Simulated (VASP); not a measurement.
Crystal: ScAl3.

```
CELL_PARAMETERS angstrom
4.08781 0.00000 0.00000
0.00000 4.08781 0.00000
0.00000 0.00000 4.08781
ATOMIC_POSITIONS crystal
Sc 0.00000 0.00000 0.00000
Al 0.50000 0.50000 0.00000
Al 0.00000 0.50000 0.50000
Al 0.50000 0.00000 0.50000
```

Base run:

```yaml
Program: VASP 6.6.1
Functional: revPBE
Potentials_or_basis: VASP PAW PBE potentials, release 64 (Sc_sv, Al)
Cutoff: 520 eV
k_mesh: 7 × 7 × 7
Occupations: fermi-dirac, width 0.05 eV
Spin: no spin polarisation
```

Its results: band gap on the k mesh zero (bands 10 and 11 overlap by 3.67 eV); pressure 2.7 GPa.

Q: After a change of settings the same cell gave: band gap on the k mesh zero (bands 10 and 11 overlap by 5.37 eV); pressure -1.7 GPa. Which change was it?
A. functional from revPBE to BLYP; further incar settings from ALGO = Normal; EDIFF = 1e-07; NBANDS = 18 to ALGO = Normal; EDIFF = 1e-06; NBANDS = 18
B. functional from revPBE to PBEsol-based global hybrid with 25 % exact exchange; k mesh from 7 × 7 × 7 to 4 × 4 × 4
C. functional from revPBE to B3LYP; k mesh from 7 × 7 × 7 to 4 × 4 × 4
D. functional from revPBE to RPBE; further incar settings from ALGO = Normal; EDIFF = 1e-07; NBANDS = 18 to ALGO = Fast; EDIFF = 1e-06; NBANDS = 18

A: B.

Caveats: some runs use coarse meshes; the PAW data sets were made with another functional, which shifts forces and pressure a little.
